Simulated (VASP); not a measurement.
# TaTi4 (Cmcm) in VASP: single point with PBE

Aim: the single point of TaTi4 with PBE.

Everything below comes from runs of VASP 6.6.1. Logs are shortened: lines on timing, memory, paths and dates and some standing lists are left out, and cuts for length are marked.

## (1) The cell of the first run

It takes space group Cmcm (No. 63, orthorhombic). Conventional cell: a = 2.970 Å, b = 5.006 Å, c = 23.638 Å, α = 90.00°, β = 90.00°, γ = 90.00°. Within 3.8 Å of Ti (site symmetry m) lie 12 Ti at 2.86 to 2.97 Å. Within 3.7 Å of Ti (site symmetry m) lie 4 Ta at 2.84 to 3.58 Å and 9 Ti at 2.86 to 2.97 Å. Ta (site symmetry m2m) has 8 Ti at 2.84 to 3.58 Å and 6 Ta at 2.91 to 2.97 Å within 3.7 Å.

## (2) Single point, PBE

Input file INCAR:

```
  PREC = Accurate
  ENCUT = 520
  EDIFF = 1E-6
  ISMEAR = 0
  SIGMA = 0.1
  LREAL = F
  LASPH = T
  NELM = 100
  ALGO = Fast
  ISIF = 2
  LWAVE = F
  LCHARG = F
  GGA = PE
  NBANDS = 70
```

Input file KPOINTS:

```
regular mesh
0
Gamma
  12 12 2
```

Input file POSCAR:

```
TaTi4
1.0
    1.4852178014     -2.5028587013      0.0000000000
    1.4852178014      2.5028587013      0.0000000000
    0.0000000000      0.0000000000     23.6377049780
Ti Ta
8 2
Direct
    0.3297205660      0.6702794340      0.0498025904
    0.6729803407      0.3270196593      0.1479143641
    0.6729803407      0.3270196593      0.3520856359
    0.3270196593      0.6729803407      0.8520856359
    0.6702794340      0.3297205660      0.9501974096
    0.6702794340      0.3297205660      0.5498025904
    0.3297205660      0.6702794340      0.4501974096
    0.3270196593      0.6729803407      0.6479143641
    0.2024011228      0.7975988772      0.2500000000
    0.7975988772      0.2024011228      0.7500000000
```

Potentials or basis: VASP PAW PBE potentials, release 64 (Ti_sv, Ta_pv).

On the command line:

```console
cat potpaw_PBE.64/Ti_sv/POTCAR potpaw_PBE.64/Ta_pv/POTCAR > POTCAR
mpirun -np 1 vasp_std > vasp.out
```

OUTCAR:

```text
PREC = Accurate
   ENCUT = 520
   EDIFF = 1E-6
   ISMEAR = 0
   LREAL = F
   LASPH = T
   NELM = 100
   ISIF = 2
   GGA = PE

 ion  position               nearest neighbor table
   1  0.330  0.670  0.050-   2 2.86   2 2.86   2 2.89   5 2.90   5 2.90   5 2.91
   2  0.673  0.327  0.148-   9 2.84   9 2.84   1 2.86   1 2.86   1 2.89
   3  0.673  0.327  0.352-   9 2.84   9 2.84   7 2.86   7 2.86   7 2.89
   4  0.327  0.673  0.852-  10 2.84  10 2.84   5 2.86   5 2.86   5 2.89
   5  0.670  0.330  0.950-   4 2.86   4 2.86   4 2.89   1 2.90   1 2.90   1 2.91
   6  0.670  0.330  0.550-   8 2.86   8 2.86   8 2.89   7 2.90   7 2.90   7 2.91
   7  0.330  0.670  0.450-   3 2.86   3 2.86   3 2.89   6 2.90   6 2.90   6 2.91
   8  0.327  0.673  0.648-  10 2.84  10 2.84   6 2.86   6 2.86   6 2.89
   9  0.202  0.798  0.250-   2 2.84   3 2.84   2 2.84   3 2.84
  10  0.798  0.202  0.750-   4 2.84   8 2.84   4 2.84   8 2.84

  LATTYP: Found a base centered orthorhombic cell.
 ALAT       =     2.9704356028
 B/A-ratio  =     1.6851795736
 C/A-ratio  =     7.9576560945

  Lattice vectors:

 A1 = (   1.4852178014,  -2.5028587013,   0.0000000000)
 A2 = (   1.4852178014,   2.5028587013,   0.0000000000)
 A3 = (   0.0000000000,   0.0000000000,  23.6377049780)

Analysis of symmetry for initial positions (statically):
=====================================================================
 Subroutine PRICEL returns:
 Original cell was already a primitive cell.

 Routine SETGRP: Setting up the symmetry group for a
 base centered orthorhombic supercell.

 Subroutine GETGRP returns: Found  8 space group operations
 (whereof  4 operations were pure point group operations)
 out of a pool of  8 trial point group operations.

The static configuration has the point symmetry C_2h.
 The point group associated with its full space group is D_2h.

Analysis of symmetry for dynamics (positions and initial velocities):
=====================================================================
 Subroutine PRICEL returns:
 Original cell was already a primitive cell.

 Routine SETGRP: Setting up the symmetry group for a
 base centered orthorhombic supercell.

 Subroutine GETGRP returns: Found  8 space group operations
 (whereof  4 operations were pure point group operations)
 out of a pool of  8 trial point group operations.

The dynamic configuration has the point symmetry C_2h.
 The point group associated with its full space group is D_2h.

 Subroutine INISYM returns: Found  8 space group operations
 (whereof  4 operations are pure point group operations),
 and found     1 'primitive' translations

----------------------------------------------------------------------------------------

                                     Primitive cell

  volume of cell :     175.7364

  direct lattice vectors                    reciprocal lattice vectors
     1.485217801 -2.502858701  0.000000000     0.336650961 -0.199771565  0.000000000
     1.485217801  2.502858701  0.000000000     0.336650961  0.199771565  0.000000000
     0.000000000  0.000000000 23.637704978     0.000000000  0.000000000  0.042305292

  length of vectors
     2.910356266  2.910356266 23.637704978     0.391462064  0.391462064  0.042305292

  position of ions in fractional coordinates (direct lattice)
     0.329720566  0.670279434  0.049802590
     0.672980341  0.327019659  0.147914364
     0.672980341  0.327019659  0.352085636
     0.327019659  0.672980341  0.852085636
     0.670279434  0.329720566  0.950197410
     0.670279434  0.329720566  0.549802590
     0.329720566  0.670279434  0.450197410
     0.327019659  0.672980341  0.647914364
     0.202401123  0.797598877  0.250000000
     0.797598877  0.202401123  0.750000000

  ion indices of the primitive-cell ions
   primitive index   ion index
                 1           1
                 2           2
                 3           3
                 4           4
                 5           5
                 6           6
                 7           7
                 8           8
                 9           9
                10          10

----------------------------------------------------------------------------------------

 KPOINTS: regular mesh

Automatic generation of k-mesh.
 Grid dimensions read from file:
 generate k-points for:   12   12    2

 Generating k-lattice:

  Cartesian coordinates                     Fractional coordinates (reciprocal lattice)
     0.028054247 -0.016647630  0.000000000     0.083333333  0.000000000  0.000000000
     0.028054247  0.016647630  0.000000000     0.000000000  0.083333333  0.000000000
     0.000000000  0.000000000  0.021152646     0.000000000  0.000000000  0.500000000

  Length of vectors
     0.032621839  0.032621839  0.021152646

  Shift w.r.t. Gamma in fractional coordinates (k-lattice)
     0.000000000  0.000000000  0.000000000

 Subroutine IBZKPT returns following result:
 ===========================================

 Found     86 irreducible k-points:

 Following reciprocal coordinates:
            Coordinates               Weight
  0.000000  0.000000  0.000000      1.000000
  0.083333 -0.000000  0.000000      4.000000
  0.166667 -0.000000  0.000000      4.000000
  0.250000 -0.000000  0.000000      4.000000
  0.333333 -0.000000  0.000000      4.000000
  0.416667 -0.000000  0.000000      4.000000
[... 16 lines left out ...]
  0.500000  0.166667  0.000000      4.000000
 -0.416667  0.166667  0.000000      4.000000
 [... further k-points ...]
   k-points           NKPTS =     86   k-points in BZ     NKDIM =     86   number of bands    NBANDS=     70
   number of dos      NEDOS =    301   number of ions     NIONS =     10
   total plane-waves  NPLWV = 103680
   dimension x,y,z NGX =    24 NGY =   24 NGZ =  180
   dimension x,y,z NGXF=    48 NGYF=   48 NGZF=  360
   ions per type =               8   2
   NGX,Y,Z   is equivalent  to a cutoff of  13.71, 13.71, 12.66 a.u.
   NGXF,Y,Z  is equivalent  to a cutoff of  27.42, 27.42, 25.32 a.u.
 SYSTEM =  unknown system
   PREC   = accura    normal or accurate (medium, high low for compatibility)
   ISTART =      0    job   : 0-new  1-cont  2-samecut
   ICHARG =      2    charge: 1-file 2-atom 10-const
   ISPIN  =      1    spin polarized calculation?
   LNONCOLLINEAR =      F non collinear calculations
   LSORBIT =      F    spin-orbit coupling
   LASPH  =      T    aspherical Exc in radial PAW
   ENCUT  =  520.0 eV  38.22 Ry    6.18 a.u.   5.41  5.41 43.95*2*pi/ulx,y,z
   NELM   =    100;   NELMIN=  2; NELMDL= -5     # of ELM steps
   EDIFF  = 0.1E-05   stopping-criterion for ELM
   LREAL  =      F    real-space projection
   EDIFFG = 0.1E-04   stopping-criterion for IOM
   NSW    =      0    number of steps for IOM
   IBRION =     -1    ionic relax: 0-MD 1-quasi-New 2-CG
   NFREE  =      0    steps in history (QN), initial steepest desc. (CG)
   ISIF   =      2    stress and relaxation
   ISYM   =      2    0-nonsym 1-usesym 2-fastsym
   POTIM  = 0.5000    time-step for ionic-motion
   TEBEG  =    0.0;   TEEND  =   0.0 temperature during run
   PSTRESS=    0.0 pullay stress
   NELECT =     118.0000    total number of electrons
   NUPDOWN=      -1.0000    fix difference up-down
   EMIN   =  10.00;   EMAX   =-10.00  energy-range for DOS
   EFERMI =   0.00;   METHOD = LEGACY
   ISMEAR =     0;   SIGMA  =   0.10  broadening in eV -4-tet -1-fermi 0-gaus
   EFERMI_NEDOS =   21; number of points for ismear=-14 and -15
   IALGO  =     68    algorithm
   IMIX   =      4    mixing-type and parameters
     AMIX     =   0.40;   BMIX     =  1.00
     AMIX_MAG =   1.60;   BMIX_MAG =  1.00
  volume/ion in A,a.u.               =      17.57       118.59
  Fermi-wavevector in a.u.,A,eV,Ry     =   1.433557  2.709030 27.961130  2.055085
  Thomas-Fermi vector in A             =   2.553062
   LORBIT       =      0    0 simple, 1 ext, 2 COOP (PROOUT), +10 PAW based schemes
   GGA     = PE    functional components
   LHFCALC =     F    Hartree Fock is set to
   AEXX    =    0.0000 exact exchange contribution
   IVDW    =     0    specifies the selected vdW correction
   LEPSILON=     F    determine dielectric tensor
   LRPA    =     F    only Hartree local field effects (RPA)
 non-spin polarized calculation
 RMM-DIIS sequential band-by-band and
 Gauss-broadening in eV      SIGMA  =   0.10
  energy-cutoff  :      520.00
  volume of cell :      175.74
 maximum number of plane-waves:      4824
 NGX is ok and might be reduce to    24
   NGX = 11   NGY = 11   NGZ = 87

 number of electron     117.9999995 magnetization

 Free energy of the ion-electron system (eV)
  ---------------------------------------------------
  ext. energy  EPLUGINS =         0.00000000
  ---------------------------------------------------
  free energy    TOTEN  =       -85.91376487 eV

  energy without entropy =      -85.84342459  energy(sigma->0) =      -85.87859473

 E-fermi :   7.6608     XC(G=0): -11.7092

 val. band max:        7.6597635538   @ k =   0.3333   0.1667   0.0000
 cond. band min:       7.6613812711   @ k =   0.0833  -0.0000   0.0000
 fundamental gap:      0.0016177173
 Fermi energy:         7.6608271793

 k-point     1 :       0.0000    0.0000    0.0000
  band No.  band energies     occupation
      1     -49.1031      2.00000
      2     -49.1031      2.00000
      3     -49.0471      2.00000
      4     -49.0471      2.00000
      5     -48.9599      2.00000
      6     -48.9596      2.00000
[... 62 lines left out ...]
     69       8.7745      0.00000
     70       9.0325      0.00000

 k-point     2 :       0.0833   -0.0000    0.0000
  band No.  band energies     occupation
      1     -49.0970      2.00000
      2     -49.0970      2.00000
      3     -49.0424      2.00000
      4     -49.0423      2.00000
      5     -48.9556      2.00000
      6     -48.9553      2.00000
[... 1598 lines left out ...]
 k-point    24 :      -0.4167    0.1667    0.0000
  band No.  band energies     occupation
      1     -49.0186      2.00000
      2     -49.0186      2.00000
      3     -48.9882      2.00000
      4     -48.9882      2.00000
      5     -48.9035      2.00000
      6     -48.9034      2.00000
[... 62 lines left out ...]
     69       8.6350      0.00000
     70       8.7972      0.00000

 [... further k-points ...]

------------------------ aborting loop because EDIFF is reached ----------------------------------------

  FORCE on cell =-STRESS in cart. coord.  units (eV):
  Direction    XX          YY          ZZ          XY          YZ          ZX
  --------------------------------------------------------------------------------------
  -------------------------------------------------------------------------------------
  Total       -0.2255275     -0.1743141     -0.2021615      0.0000000      0.0000000      0.0000000
  in kB       -2.0561194     -1.5892105     -1.8430932      0.0000000      0.0000000      0.0000000
  external PRESSURE =      -1.8294744 kB  Pullay stress =       0.0000000 kB

 VOLUME and BASIS-vectors are now :
 -----------------------------------------------------------------------------
  energy-cutoff  :      520.00
  volume of cell :      175.74
      direct lattice vectors                 reciprocal lattice vectors
     1.485217801 -2.502858701  0.000000000     0.336650961 -0.199771565  0.000000000
     1.485217801  2.502858701  0.000000000     0.336650961  0.199771565  0.000000000
     0.000000000  0.000000000 23.637704978     0.000000000  0.000000000  0.042305292

 POSITION                                       TOTAL-FORCE (eV/Angst)
 -----------------------------------------------------------------------------------
      1.48522      0.85237      1.17722         0.000000     -0.000957     -0.002735
      1.48522     -0.86589      3.49636         0.000000      0.000824     -0.009838
      1.48522     -0.86589      8.32250         0.000000      0.000824      0.009838
      1.48522      0.86589     20.14135         0.000000     -0.000824      0.009838
      1.48522     -0.85237     22.46049         0.000000      0.000957      0.002735
      1.48522     -0.85237     12.99607         0.000000      0.000957     -0.002735
      1.48522      0.85237     10.64163         0.000000     -0.000957      0.002735
      1.48522      0.86589     15.31521         0.000000     -0.000824     -0.009838
      1.48522      1.48970      5.90943         0.000000     -0.000051     -0.000000
      1.48522     -1.48970     17.72828         0.000000      0.000051     -0.000000
 -----------------------------------------------------------------------------------
    total drift:                               -0.000000     -0.000000     -0.000000

  FREE ENERGIE OF THE ION-ELECTRON SYSTEM (eV)
  ---------------------------------------------------
  free  energy   TOTEN  =       -85.9137648739 eV

  energy  without entropy=      -85.8434245897  energy(sigma->0) =      -85.87859473
```

Run time: 69 min. Hardware: 1 thread of Oxide Virtual Turin-like, shared host; peak memory 0.83 GiB.

What came out:

| Item | Value |
| --- | --- |
| Free energy | -85.9138 eV |
| Pressure | -0.2 GPa |
| Largest force | 0.010 eV/Å |
| Band gap on the k mesh | zero (bands 59 and 60 overlap by 1.04 eV) |

Forces in eV/Å, atoms in the order of the input:
```
Ti   0.000 -0.001 -0.003
Ti   0.000  0.001 -0.010
Ti   0.000  0.001  0.010
Ti   0.000 -0.001  0.010
Ti   0.000  0.001  0.003
Ti   0.000  0.001 -0.003
Ti   0.000 -0.001  0.003
Ti   0.000 -0.001 -0.010
Ta   0.000  0.000  0.000
Ta   0.000  0.000  0.000
```

Levels at points of the mesh, in eV from the Fermi level:
```tsv
k point	band 54	band 55	band 56	band 57	band 58	band 59	band 60	band 61	band 62	band 63
(0.00, 0.00, 0.00)	0.28	0.41	0.42	0.46	0.59	0.61	0.63	0.68	0.71	0.83
(0.50, 0.00, 0.00)	-0.98	-0.93	-0.84	-0.62	-0.61	0.08	0.55	0.56	0.76	0.89
(0.50, 0.50, 0.00)	-0.98	-0.90	-0.65	-0.47	-0.08	0.34	0.53	0.66	1.01	1.05
(0.00, 0.00, 0.50)	0.30	0.44	0.44	0.60	0.60	0.61	0.61	0.71	0.71	0.75
(0.50, 0.00, 0.50)	-1.12	-0.78	-0.78	-0.68	-0.68	0.30	0.30	0.64	0.64	0.93
(0.50, 0.50, 0.50)	-0.94	-0.83	-0.83	-0.24	-0.24	0.40	0.40	0.91	0.91	1.03
```

Caveat: spin-orbit coupling is left out, which moves the levels of the heavy elements.
